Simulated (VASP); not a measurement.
A run of VASP 6.6.1 is set up as follows.

File INCAR:

```
SYSTEM = TiSi2
PREC = Accurate
ENCUT = 520
EDIFF = 1E-6
ISMEAR = 0
SIGMA = 0.1
LREAL = .FALSE.
LASPH = .TRUE.
NELM = 150
ALGO = Normal
ISIF = 2
LWAVE = .FALSE.
LCHARG = .TRUE.
ISPIN = 2
MAGMOM = 1 1 0 0 0 0
LORBIT = 11
LMAXMIX = 4
GGA = PE
LELF = .TRUE.
LVHAR = .TRUE.
NBANDS = 33
```

Contents of KPOINTS:

```
regular mesh
0
G
  6 6 6
  0 0 0
```

Contents of POSCAR:

```
TiSi2
1.0
    0.0000000000      4.1180000300      4.2614998800
    2.3864998800      0.0000000000      4.2614998800
    2.3864998800      4.1180000300      0.0000000000
Ti Si
2 4
Direct
    0.7500000000      0.7500000000      0.7500000000
    0.5000000000      0.5000000000      0.5000000000
    0.0830000000      0.4170000000      0.0830000000
    0.4170000000      0.0830000000      0.4170000000
    0.1670000000      0.8330000000      0.1670000000
    0.8330000000      0.1670000000      0.8330000000
```

Potentials or basis: VASP PAW PBE potentials, release 64 (Ti_sv, Si).

Command:

```sh
$ cat potpaw_PBE.64/Ti_sv/POTCAR potpaw_PBE.64/Si/POTCAR > POTCAR
$ mpirun -np 1 vasp_std > vasp.out
```

Task: What does it give for the band gap on the k mesh?

Result: Zero (filled and empty bands overlap).

Task: What does it give for the largest force?

Result: 0.168 eV/Å.

Task: Predict the net moment.

Result: 0.00 μB per cell.

Stress tensor (GPa, compression positive):
```
3.05 0.00 0.00
0.00 2.18 0.00
0.00 0.00 1.26
```
